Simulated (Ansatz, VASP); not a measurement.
**YC3N3: VASP beside Ansatz**

```
CELL_PARAMETERS angstrom
0.00000 6.05193 6.05193
6.05193 0.00000 6.05193
6.05193 6.05193 0.00000
ATOMIC_POSITIONS crystal
Y 0.00000 0.00000 0.00000
Y 0.50000 0.50000 0.50000
C 0.79236 0.20764 0.20764
C 0.20764 0.79236 0.20764
C 0.20764 0.20764 0.79236
C 0.20764 0.79236 0.79236
C 0.79236 0.20764 0.79236
C 0.79236 0.79236 0.20764
N 0.69586 0.30414 0.30414
N 0.30414 0.69586 0.30414
N 0.30414 0.30414 0.69586
N 0.30414 0.69586 0.69586
N 0.69586 0.30414 0.69586
N 0.69586 0.69586 0.30414
```

Alike in both runs: functional PBE; k mesh 4 × 4 × 4; occupations gaussian, width 0.02 eV; no spin polarisation.

Ansatz relaxed the structure, and its values are those at the end. VASP's run is a single point on that final structure, the one shown.

```csv
,VASP,Ansatz
version,VASP 6.6.1,Ansatz 0.2.0
potentials or method,"VASP PAW PBE potentials, release 64 (Y_sv, C, N), cutoff 520 eV","scalar-relativistic, plane waves, PAW"
valence electrons in the cell,76,76
```

```csv
,VASP,Ansatz,Ansatz less VASP
gap on the k mesh at the Fermi level (eV),4.25,4.26,+0.006
least direct gap on the mesh (eV),4.26,4.26,+0.006
pressure (GPa),0.3,0.0,-0.26
rms of the force components (eV/Å),0.221,0.001,-0.2200
```

One of these differences is far larger than is usual between the two programs; its cause wasn't traced. Ansatz's warnings: xc potential rough in thin density.

Noted on VASP's run: the standard files for N, O and F lose accuracy on very short bonds.
